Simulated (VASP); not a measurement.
Input of a VASP 6.6.1 run:

The input INCAR:

```
SYSTEM = Re2Au
PREC = Accurate ; ENCUT = 520
EDIFF = 1E-7 ; ISMEAR = 0
SIGMA = 0.1 ; LREAL = .False.
LASPH = .True. ; NELM = 80
ALGO = Fast ; ISIF = 2
LWAVE = .False. ; LCHARG = .False.
GGA = PE ; NBANDS = 20
```

The input KPOINTS:

```
regular mesh
0
Gamma
  20 20 20
  0 0 0
```

The input POSCAR:

```
Re2Au
1.0
   -1.6436983708      1.6436983708      4.4449477106
    1.6436983708     -1.6436983708      4.4449477106
    1.6436983708      1.6436983708     -4.4449477106
Re Au
2 1
Direct
    0.6815418115      0.6815418115      0.0000000000
    0.3184581885      0.3184581885      0.0000000000
    0.0000000000      0.0000000000      0.0000000000
```

Potentials or basis: VASP PAW PBE potentials, release 64 (Re, Au).

Launch:

```console
$ cat potpaw_PBE.64/Re/POTCAR potpaw_PBE.64/Au/POTCAR > POTCAR
$ mpirun -np 1 vasp_std > vasp.out
```

(1) Estimate the largest force.

(2) What does it give for the pressure?

## Answers

(1) 0.088 eV/Å.

(2) -0.7 GPa.
